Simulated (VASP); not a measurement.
A run of VASP 6.6.1 is set up as follows.

Contents of INCAR:

```
SYSTEM = I
  PREC = Accurate
  ENCUT = 600
  EDIFF = 1E-6
  ISMEAR = -1
  SIGMA = 0.02
  LREAL = .False.
  LASPH = .True.
  NELM = 60
  ALGO = Normal
  ISIF = 3
  LWAVE = .False.
  LCHARG = .False.
  GGA = PE
  IBRION = 2
  NSW = 60
  EDIFFG = -0.03
```

Contents of KPOINTS:

```
regular mesh
0
Gamma
  8 8 4
  0 0 0
```

The input POSCAR:

```
I
1.0
    3.5900000000      0.0000000000      0.0000000000
   -1.7950000000      3.1090311996      0.0000000000
    0.0000000000      0.0000000000      5.8624700000
I
2
Direct
    0.3333333333      0.6666666667      0.2500000000
    0.6666666667      0.3333333333      0.7500000000
```

Potentials or basis: VASP PAW PBE potentials, release 64 (I).

Launch:

```bash
$ cat potpaw_PBE.64/I/POTCAR > POTCAR
$ mpirun -np 1 vasp_std > vasp.out
```

(1) Predict the relaxed volume.

(2) Estimate the space group after relaxing (to 0.1 Å).

## Answers

(1) 46.15 Å³/atom.

(2) P6_3/mmc (No. 194).

Caveat: the volume moved by over 15 % at a fixed basis, so the end points are rough; this functional lacks dispersion, which binds the layers, so the pressure and a relaxed spacing across them are unreliable.
